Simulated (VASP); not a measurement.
# HfN (F-43m) in VASP: notebook

Aim: see how the results for HfN move with the level of theory and the settings. Levels: BLYP+D3(BJ), PBEsol, PBEsol+D3(BJ). Tasks: relaxation of cell and atoms.

Program: VASP 6.6.1. These are calculated values, not measurements. Logs are shortened: lines on timing, memory, paths and dates and some standing lists are left out, and cuts for length are marked.

**1. The cell of the first run**

Symmetry: F-43m, No. 216, cubic system. The conventional cell has a = 4.910 Å, b = 4.910 Å, c = 4.910 Å, α = 90.00°, β = 90.00°, γ = 90.00°. Hf (site symmetry -43m) has 4 N at 2.13 Å within 2.8 Å. N (site symmetry -43m) has 4 Hf at 2.13 Å within 2.8 Å.

**2. Relaxation of cell and atoms, BLYP+D3(BJ)**

The input, INCAR:

```
PREC = Accurate
ENCUT = 600
EDIFF = 1E-6
ISMEAR = 1
SIGMA = 0.1
LREAL = False
LASPH = True
NELM = 80
ALGO = Normal
ISIF = 3
LWAVE = False
LCHARG = False
GGA = B5
ALDAX = 1.0
AGGAX = 1.0
AGGAC = 1.0
ALDAC = 0.0
IVDW = 12
VDW_S6 = 1.0
VDW_S8 = 2.6996
VDW_A1 = 0.4298
VDW_A2 = 4.2359
IBRION = 2
NSW = 80
EDIFFG = -0.01
```

The input, KPOINTS:

```
regular mesh
0
Gamma
  11 11 11
```

The input, POSCAR:

```
HfN
1.0
    0.0000000000      2.4548220000      2.4548220000
    2.4548220000      0.0000000000      2.4548220000
    2.4548220000      2.4548220000      0.0000000000
Hf N
1 1
Direct
    0.0000000000      0.0000000000      0.0000000000
    0.7500000000      0.7500000000      0.7500000000
```

Potentials or basis: VASP PAW PBE potentials, release 64 (Hf_pv, N).

On the command line:

```console
$ cat potpaw_PBE.64/Hf_pv/POTCAR potpaw_PBE.64/N/POTCAR > POTCAR
$ mpirun -np 1 vasp_std > vasp.out
```

OUTCAR:

```text
PREC = Accurate
   ENCUT = 600
   EDIFF = 1E-6
   ISMEAR = 1
   LREAL = False
   LASPH = True
   NELM = 80
   ISIF = 3
   GGA = B5
   IVDW = 12
   IBRION = 2
   NSW = 80
   EDIFFG = -0.01
 IVDW          = 12

 ion  position               nearest neighbor table
   1  0.000  0.000  0.000-   2 2.13   2 2.13   2 2.13   2 2.13
   2  0.750  0.750  0.750-   1 2.13   1 2.13   1 2.13   1 2.13

  LATTYP: Found a face centered cubic cell.
 ALAT       =     4.9096440000

  Lattice vectors:

 A1 = (   0.0000000000,   2.4548220000,   2.4548220000)
 A2 = (   2.4548220000,   0.0000000000,   2.4548220000)
 A3 = (   2.4548220000,   2.4548220000,   0.0000000000)

Analysis of symmetry for initial positions (statically):
=====================================================================
 Subroutine PRICEL returns:
 Original cell was already a primitive cell.

 Routine SETGRP: Setting up the symmetry group for a
 face centered cubic supercell.

 Subroutine GETGRP returns: Found 24 space group operations
 (whereof 24 operations were pure point group operations)
 out of a pool of 48 trial point group operations.

The static configuration has the point symmetry T_d .

Analysis of symmetry for dynamics (positions and initial velocities):
=====================================================================
 Subroutine PRICEL returns:
 Original cell was already a primitive cell.

 Routine SETGRP: Setting up the symmetry group for a
 face centered cubic supercell.

 Subroutine GETGRP returns: Found 24 space group operations
 (whereof 24 operations were pure point group operations)
 out of a pool of 48 trial point group operations.

The dynamic configuration has the point symmetry T_d .

 Subroutine INISYM returns: Found 24 space group operations
 (whereof 24 operations are pure point group operations),
 and found     1 'primitive' translations

----------------------------------------------------------------------------------------

                                     Primitive cell

  volume of cell :      29.5863

  direct lattice vectors                    reciprocal lattice vectors
     0.000000000  2.454822000  2.454822000    -0.203680756  0.203680756  0.203680756
     2.454822000  0.000000000  2.454822000     0.203680756 -0.203680756  0.203680756
     2.454822000  2.454822000  0.000000000     0.203680756  0.203680756 -0.203680756

  length of vectors
     3.471642566  3.471642566  3.471642566     0.352785417  0.352785417  0.352785417

  position of ions in fractional coordinates (direct lattice)
     0.000000000  0.000000000  0.000000000
     0.750000000  0.750000000  0.750000000

  ion indices of the primitive-cell ions
   primitive index   ion index
                 1           1
                 2           2

----------------------------------------------------------------------------------------

 KPOINTS: regular mesh

Automatic generation of k-mesh.
 Grid dimensions read from file:
 generate k-points for:   11   11   11

 Generating k-lattice:

  Cartesian coordinates                     Fractional coordinates (reciprocal lattice)
    -0.018516432  0.018516432  0.018516432     0.090909091  0.000000000  0.000000000
     0.018516432 -0.018516432  0.018516432     0.000000000  0.090909091  0.000000000
     0.018516432  0.018516432 -0.018516432     0.000000000  0.000000000  0.090909091

  Length of vectors
     0.032071402  0.032071402  0.032071402

  Shift w.r.t. Gamma in fractional coordinates (k-lattice)
     0.000000000  0.000000000  0.000000000

 Subroutine IBZKPT returns following result:
 ===========================================

 Found     56 irreducible k-points:

 Following reciprocal coordinates:
            Coordinates               Weight
  0.000000  0.000000  0.000000      1.000000
  0.090909  0.000000  0.000000      8.000000
  0.181818  0.000000  0.000000      8.000000
  0.272727  0.000000  0.000000      8.000000
  0.363636  0.000000  0.000000      8.000000
  0.454545  0.000000  0.000000      8.000000
[... 16 lines left out ...]
 -0.272727  0.181818  0.000000     24.000000
 -0.181818  0.181818  0.000000     12.000000
 [... further k-points ...]
   k-points           NKPTS =     56   k-points in BZ     NKDIM =     56   number of bands    NBANDS=     11
   number of dos      NEDOS =    301   number of ions     NIONS =      2
   total plane-waves  NPLWV =  21952
   dimension x,y,z NGX =    28 NGY =   28 NGZ =   28
   dimension x,y,z NGXF=    56 NGYF=   56 NGZF=   56
   ions per type =               1   1
   NGX,Y,Z   is equivalent  to a cutoff of  13.41, 13.41, 13.41 a.u.
   NGXF,Y,Z  is equivalent  to a cutoff of  26.82, 26.82, 26.82 a.u.
 SYSTEM =  unknown system
   PREC   = accura    normal or accurate (medium, high low for compatibility)
   ISTART =      0    job   : 0-new  1-cont  2-samecut
   ICHARG =      2    charge: 1-file 2-atom 10-const
   ISPIN  =      1    spin polarized calculation?
   LNONCOLLINEAR =      F non collinear calculations
   LSORBIT =      F    spin-orbit coupling
   LASPH  =      T    aspherical Exc in radial PAW
   ENCUT  =  600.0 eV  44.10 Ry    6.64 a.u.   6.93  6.93  6.93*2*pi/ulx,y,z
   NELM   =     80;   NELMIN=  2; NELMDL= -5     # of ELM steps
   EDIFF  = 0.1E-05   stopping-criterion for ELM
   LREAL  =      F    real-space projection
   EDIFFG = -.1E-01   stopping-criterion for IOM
   NSW    =     80    number of steps for IOM
   IBRION =      2    ionic relax: 0-MD 1-quasi-New 2-CG
   NFREE  =      1    steps in history (QN), initial steepest desc. (CG)
   ISIF   =      3    stress and relaxation
   ISYM   =      2    0-nonsym 1-usesym 2-fastsym
   POTIM  = 0.5000    time-step for ionic-motion
   TEBEG  =    0.0;   TEEND  =   0.0 temperature during run
   PSTRESS=    0.0 pullay stress
   NELECT =      15.0000    total number of electrons
   NUPDOWN=      -1.0000    fix difference up-down
   EMIN   =  10.00;   EMAX   =-10.00  energy-range for DOS
   EFERMI =   0.00;   METHOD = LEGACY
   ISMEAR =     1;   SIGMA  =   0.10  broadening in eV -4-tet -1-fermi 0-gaus
   EFERMI_NEDOS =   21; number of points for ismear=-14 and -15
   IALGO  =     38    algorithm
   IMIX   =      4    mixing-type and parameters
     AMIX     =   0.40;   BMIX     =  1.00
     AMIX_MAG =   1.60;   BMIX_MAG =  1.00
  volume/ion in A,a.u.               =      14.79        99.83
  Fermi-wavevector in a.u.,A,eV,Ry     =   1.305395  2.466839 23.185087  1.704056
  Thomas-Fermi vector in A             =   2.436267
   LORBIT       =      0    0 simple, 1 ext, 2 COOP (PROOUT), +10 PAW based schemes
   GGA     = B5    functional components
   LHFCALC =     F    Hartree Fock is set to
   AEXX    =    0.0000 exact exchange contribution
   IVDW    =    12    specifies the selected vdW correction
   LEPSILON=     F    determine dielectric tensor
   LRPA    =     F    only Hartree local field effects (RPA)
 conjugate gradient relaxation of ions
 non-spin polarized calculation
 Methfessel and Paxton  Order N= 1 SIGMA  =   0.10
  energy-cutoff  :      600.00
  volume of cell :       29.59
 maximum number of plane-waves:       998
   NGX = 13   NGY = 13   NGZ = 13

--------------------------------------- Ionic step        1  -------------------------------------------

 number of electron      15.0000001 magnetization

 Free energy of the ion-electron system (eV)
  ---------------------------------------------------
  ext. energy  EPLUGINS =         0.00000000
  ---------------------------------------------------
  free energy    TOTEN  =       -19.75634274 eV

  energy without entropy =      -19.75610316  energy(sigma->0) =      -19.75626288

------------------------ aborting loop because EDIFF is reached ----------------------------------------

 Edisp (eV)   -1.40388

 E8    (eV) :    -1.0650

  FORCE on cell =-STRESS in cart. coord.  units (eV):
  Direction    XX          YY          ZZ          XY          YZ          ZX
  --------------------------------------------------------------------------------------
  -------------------------------------------------------------------------------------
  Total      -0.47453    -0.47453    -0.47453     0.00000    -0.00000     0.00000
  in kB     -25.69732   -25.69732   -25.69732     0.00000    -0.00000     0.00000
  external pressure =      -25.70 kB  Pullay stress =        0.00 kB
[... 61 lines left out ...]
  energy  without entropy=      -21.1551709845  energy(sigma->0) =      -21.15515566

--------------------------------------- Ionic step        3  -------------------------------------------

 number of electron      15.0000002 magnetization

 Free energy of the ion-electron system (eV)
  ---------------------------------------------------
  ext. energy  EPLUGINS =         0.00000000
  ---------------------------------------------------
  free energy    TOTEN  =       -19.73940997 eV

  energy without entropy =      -19.73927198  energy(sigma->0) =      -19.73936398

 E-fermi :   6.3448     XC(G=0): -10.6571

 val. band max:        6.3022024397   @ k =   0.4545   0.2727   0.0909
 cond. band min:       6.4253740938   @ k =   0.0909   0.0909   0.0000
 fundamental gap:      0.1231716540
 Fermi energy:         6.3447926498

 k-point     1 :       0.0000    0.0000    0.0000
  band No.  band energies     occupation
      1     -24.6502      2.00000
      2     -24.6502      2.00000
      3     -24.6502      2.00000
      4      -9.8094      2.00000
      5       0.8202      2.00000
      6       0.8202      2.00000
      7       0.8202      2.00000
      8       5.8536      2.00000
      9       8.5569      0.00000
     10       8.5570      0.00000
     11      12.9622      0.00000
[... 309 lines left out ...]
 k-point    24 :      -0.1818    0.1818    0.0000
  band No.  band energies     occupation
      1     -24.9334      2.00000
      2     -24.7599      2.00000
      3     -24.6849      2.00000
      4      -9.0310      2.00000
      5       0.2478      2.00000
      6       1.2802      2.00000
      7       1.2955      2.00000
      8       7.5267     -0.00000
      9       8.2529     -0.00000
     10       8.7704      0.00000
     11      11.7186      0.00000

 [... further k-points ...]

------------------------ aborting loop because EDIFF is reached ----------------------------------------

 Edisp (eV)   -1.42399

 E8    (eV) :    -1.0804

  FORCE on cell =-STRESS in cart. coord.  units (eV):
  Direction    XX          YY          ZZ          XY          YZ          ZX
  --------------------------------------------------------------------------------------
  -------------------------------------------------------------------------------------
  Total      -0.00156    -0.00156    -0.00156     0.00000    -0.00000     0.00000
  in kB      -0.08566    -0.08566    -0.08566     0.00000    -0.00000     0.00000
  external pressure =       -0.09 kB  Pullay stress =        0.00 kB
[... 17 lines left out ...]
  FREE ENERGIE OF THE ION-ELECTRON SYSTEM (eV)
  ---------------------------------------------------
  free  energy   TOTEN  =       -21.1634032267 eV

  energy  without entropy=      -21.1632652341  energy(sigma->0) =      -21.16335723

 reached required accuracy - stopping structural energy minimisation
```

Wall time 68 s (1 thread of Intel Xeon Platinum 8375C at 2.90GHz (Ice Lake), shared host); peak memory 0.19 GiB.

Results:

- Free energy: -21.1634 eV
- Relaxed volume: 14.60 Å³/atom
- Relaxed cell: a = 3.456 Å, b = 3.456 Å, c = 3.456 Å, α = 60.00°, β = 60.00°, γ = 60.00°
- Space group after relaxing (to 0.05 Å): F-43m (No. 216)
- Energy gained by relaxing: 1.6 meV/atom
- Ionic steps: 3
- Pressure after relaxing: 0.0 GPa
- Dispersion energy per atom: -0.712 eV

Step by step:
```csv
step,energy change (eV),largest force (eV/Å),pressure (GPa),volume (Å³)
1,0.0000,0.0000,-2.57,29.59
2,0.0051,0.0000,4.40,28.58
3,-0.0032,0.0000,-0.01,29.20
```

Final structure:
```
Hf N
1.0
     0.00000    2.44401    2.44401
     2.44401    0.00000    2.44401
     2.44401    2.44401    0.00000
Hf N
1 1
Direct
  0.00000 0.00000 0.00000
  0.75000 0.75000 0.75000
```

Caveat: the PAW data sets were made with another functional, which shifts forces and pressure a little; spin-orbit coupling is left out, which moves the levels of the heavy elements; pairwise dispersion overbinds metals, which lowers pressure and volume.

**3. Relaxation of cell and atoms, PBEsol**

The input, INCAR:

```
SYSTEM = HfN
PREC = Accurate ; ENCUT = 600
EDIFF = 1E-6 ; ISMEAR = 1
SIGMA = 0.1 ; LREAL = .False.
LASPH = .True. ; NELM = 60
ALGO = Normal ; ISIF = 3
LWAVE = .False. ; LCHARG = .False.
GGA = PS ; IBRION = 2
NSW = 80 ; EDIFFG = -0.01
```

The input, KPOINTS:

```
regular mesh
0
Gamma
  11 11 11
  0 0 0
```

POSCAR is that of step 2.

Potentials or basis: VASP PAW PBE potentials, release 64 (Hf_pv, N).

On the command line:

```console
$ cat potpaw_PBE.64/Hf_pv/POTCAR potpaw_PBE.64/N/POTCAR > POTCAR
$ mpirun -np 1 vasp_std > vasp.out
```

It took 49 s on 1 thread of Intel Xeon Platinum 8375C at 2.90GHz (Ice Lake), shared host; peak memory 0.18 GiB.

The run converged. Its results:

| Property | Result |
| --- | --- |
| Free energy | -22.2739 eV |
| Relaxed volume | 14.35 Å³/atom |
| Relaxed cell | a = 3.437 Å, b = 3.437 Å, c = 3.437 Å, α = 60.00°, β = 60.00°, γ = 60.00° |
| Space group after relaxing (to 0.05 Å) | F-43m (No. 216) |
| Energy gained by relaxing | 8.5 meV/atom |
| Ionic steps | 3 |
| Pressure after relaxing | -0.1 GPa |

The path:
```csv
step,energy change (eV),largest force (eV/Å),pressure (GPa),volume (Å³)
1,0.0000,0.0000,-5.96,29.59
2,0.0314,0.0000,11.54,27.29
3,-0.0170,0.0000,-0.08,28.71
```

Final structure:
```
Hf N
1.0
     0.00000    2.43030    2.43030
     2.43030    0.00000    2.43030
     2.43030    2.43030    0.00000
Hf N
1 1
Direct
  0.00000 0.00000 0.00000
  0.75000 0.75000 0.75000
```

Levels at points of the mesh, in eV from the Fermi level:
```csv
k point,band 3,band 4,band 5,band 6,band 7,band 8,band 9,band 10,band 11
"(0.00, 0.00, 0.00)",-30.87,-16.17,-5.51,-5.51,-5.51,-0.58,2.35,2.35,6.86
```

Caveat: the PAW data sets were made with another functional, which shifts forces and pressure a little; spin-orbit coupling is left out, which moves the levels of the heavy elements.

**4. Relaxation of cell and atoms, PBEsol+D3(BJ)**

The input, INCAR:

```
  PREC = Accurate
  ENCUT = 600
  EDIFF = 1E-7
  ISMEAR = 1
  SIGMA = 0.1
  LREAL = F
  LASPH = T
  NELM = 80
  ALGO = Normal
  ISIF = 3
  LWAVE = F
  LCHARG = F
  GGA = PS
  IVDW = 12
  IBRION = 2
  NSW = 80
  EDIFFG = -0.01
```

The input, KPOINTS:

```
regular mesh
0
Gamma
  11 11 11
```

POSCAR is that of step 3.

On the command line:

```console
$ cat potpaw_PBE.64/Hf_pv/POTCAR potpaw_PBE.64/N/POTCAR > POTCAR
$ mpirun -np 1 vasp_std > vasp.out
```

Run time: 66 s. Hardware: 1 thread of Intel Xeon Platinum 8375C at 2.90GHz (Ice Lake), shared host; peak memory 0.19 GiB.

Results (log left out):

- Free energy: -22.9008 eV
- Relaxed volume: 14.11 Å³/atom
- Relaxed cell: a = 3.417 Å, b = 3.417 Å, c = 3.417 Å, α = 60.00°, β = 60.00°, γ = 60.00°
- Space group after relaxing (to 0.05 Å): F-43m (No. 216)
- Energy gained by relaxing: 20.6 meV/atom
- Ionic steps: 4
- Pressure after relaxing: 0.0 GPa
- Dispersion energy per atom: -0.316 eV

The path:
| step | energy change (eV) | largest force (eV/Å) | pressure (GPa) | volume (Å³) |
| --- | --- | --- | --- | --- |
| 1 | 0.0000 | 0.0000 | -9.26 | 29.59 |
| 2 | 0.0836 | 0.0000 | 20.03 | 26.07 |
| 3 | -0.0412 | 0.0000 | -0.21 | 28.25 |
| 4 | -0.0412 | 0.0000 | -0.01 | 28.22 |

Final structure:
```xyz
2
Lattice="0.0000 2.4164 2.4164 2.4164 0.0000 2.4164 2.4164 2.4164 0.0000" Properties=species:S:1:pos:R:3 pbc="T T T"
Hf    0.0000    0.0000    0.0000
N     3.6246    3.6246    3.6246
```

Levels at points of the mesh, in eV from the Fermi level:
| k point | band 4 | band 5 | band 6 | band 7 | band 8 | band 9 | band 10 | band 11 |
| --- | --- | --- | --- | --- | --- | --- | --- | --- |
| (0.00, 0.00, 0.00) | -16.26 | -5.59 | -5.59 | -5.59 | -0.53 | 2.40 | 2.40 | 6.98 |

Caveat: the PAW data sets were made with another functional, which shifts forces and pressure a little; spin-orbit coupling is left out, which moves the levels of the heavy elements; pairwise dispersion overbinds metals, which lowers pressure and volume.

**5. Summary**

| level | gap on the mesh (eV) | pressure (GPa) | relaxed volume (Å³/atom) |
| --- | --- | --- | --- |
| BLYP+D3(BJ) | none | 0.0 | 14.60 |
| PBEsol | none | -0.1 | 14.35 |
| PBEsol+D3(BJ) | none | 0.0 | 14.11 |

Alike in all rows: task relaxation of cell and atoms; potentials or basis VASP PAW PBE potentials, release 64 (Hf_pv, N); no spin polarisation; cell relaxed; k mesh 11 × 11 × 11; cutoff (eV) 600; smearing methfessel-paxton 0.1 eV.

Caveats: the PAW data sets were made with another functional, which shifts forces and pressure a little; spin-orbit coupling is left out, which moves the levels of the heavy elements; pairwise dispersion overbinds metals, which lowers pressure and volume (some runs).

Total energies depend on the potentials used, so only differences within one code and one set of settings carry meaning.
